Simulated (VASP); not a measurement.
A run of VASP 6.6.1 is set up as follows.

Contents of INCAR:

```
SYSTEM = SnTe
ALGO = Normal ; EDIFF = 1E-7
EDIFFG = -0.03 ; ENCUT = 600
GGA = PE ; IBRION = 2
ISIF = 3 ; ISMEAR = -1
LASPH = .TRUE. ; LCHARG = .FALSE.
LREAL = .FALSE. ; LWAVE = .FALSE.
NELM = 60 ; NSW = 80
PREC = Accurate ; SIGMA = 0.0898
```

File KPOINTS:

```
k-points
0
G
  9 9 9
  0 0 0
```

The input POSCAR:

```
SnTe
1.0
    0.0000000000      3.1678860000      3.1678860000
    3.1678860000      0.0000000000      3.1678860000
    3.1678860000      3.1678860000      0.0000000000
Sn Te
1 1
Direct
    0.0000000000      0.0000000000      0.0000000000
    0.5000000000      0.5000000000      0.5000000000
```

Potentials or basis: VASP PAW PBE potentials, release 64 (Sn_d, Te).

Launch:

```sh
$ cat potpaw_PBE.64/Sn_d/POTCAR potpaw_PBE.64/Te/POTCAR > POTCAR
$ mpirun -np 1 vasp_std > vasp.out
```

(1) Predict the relaxed volume.

(2) Predict the relaxed cell.

(3) Estimate the space group after relaxing (to 0.05 Å).

## Answers

(1) 32.89 Å³/atom.

(2) a = 4.531 Å, b = 4.531 Å, c = 4.531 Å, α = 60.00°, β = 60.00°, γ = 60.00°.

(3) Fm-3m (No. 225).
